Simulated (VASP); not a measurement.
CdSe, 2 atoms in the cell. The structure is trigonal, space group R3m (No. 160). The conventional cell has a = 4.479 Å, b = 4.479 Å, c = 9.725 Å, α = 90.00°, β = 90.00°, γ = 120.00°. Cd (site symmetry 3m) has 4 Se at 2.43 to 2.71 Å within 3.2 Å. Se (site symmetry 3m) has 4 Cd at 2.43 to 2.71 Å within 3.2 Å. 

| Property | Result |
| --- | --- |
| Program | VASP 6.6.1 |
| Task | single point |
| Functional | PBE |
| Potentials or basis | VASP PAW PBE potentials, release 64 (Cd, Se) |
| Cutoff | 520 eV |
| k mesh | 10 × 10 × 10 |
| Occupations | gaussian, width 0.05 eV |
| Spin | no spin polarisation |
| Dipole correction | no |
| Further INCAR settings | ALGO = Normal; EDIFF = 1e-06; NBANDS = 16 |

Potentials or basis: VASP PAW PBE potentials, release 64 (Cd, Se).

Launch:

```console
$ cat potpaw_PBE.64/Cd/POTCAR potpaw_PBE.64/Se/POTCAR > POTCAR
$ mpirun -np 1 vasp_std > vasp.out
```

Hardware: 1 thread of AMD EPYC 9R45 96-Core Processor (Zen 5) (shared host).

Problem. Estimate the wall time of this run.

Solution. Wall time 66 s on 1 thread of AMD EPYC 9R45 96-Core Processor (Zen 5), with other jobs on the host, peak memory 0.23 GiB. Counts: scf iterations 12, k points 116.
